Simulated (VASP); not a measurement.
Re: single point with LDA

Crystal: Re.

```xyz
4
Lattice="2.7290 0.0000 0.0000 -1.3645 2.3634 0.0000 0.0000 0.0000 8.8180" Properties=species:S:1:pos:R:3 pbc="T T T"
Re    1.3645    0.7878    6.6135
Re    0.0000    0.0000    4.4090
Re    0.0000    1.5756    2.2045
Re    0.0000    0.0000    0.0000
```

```json
{"Program": "VASP 6.6.1", "Task": "single point", "Functional": "LDA", "Potentials or basis": "VASP PAW LDA potentials, release 64 (Re_sv_GW)", "Cutoff": "500 eV", "k mesh": "11 × 11 × 3", "Occupations": "fermi-dirac, width 0.05 eV", "Spin": "no spin polarisation", "Dipole correction": "no", "Further INCAR settings": "ALGO = Normal; EDIFF = 1e-06; NBANDS = 38"}
```

```yaml
Pressure: 2.1 GPa
Band_gap_on_the_k_mesh: zero (bands 30 and 31 overlap by 2.64 eV)
```

Stress tensor (GPa, compression positive):
```
2.23 0.00 0.00
0.00 2.23 0.00
0.00 0.00 1.72
```

Levels at points of the mesh, in eV from the Fermi level:
| k point | band 26 | band 27 | band 28 | band 29 | band 30 | band 31 | band 32 | band 33 | band 34 | band 35 |
| --- | --- | --- | --- | --- | --- | --- | --- | --- | --- | --- |
| (0.00, 0.00, 0.00) | -2.03 | -1.75 | -1.32 | -1.32 | -1.20 | -1.20 | 0.63 | 0.63 | 0.73 | 1.54 |

Wall time 27 s on 1 thread of Intel(R) Xeon(R) 6975P-C (Granite Rapids), on a shared host, peak memory 0.17 GiB.

Caveat: spin-orbit coupling is left out, which moves the levels of the heavy elements.
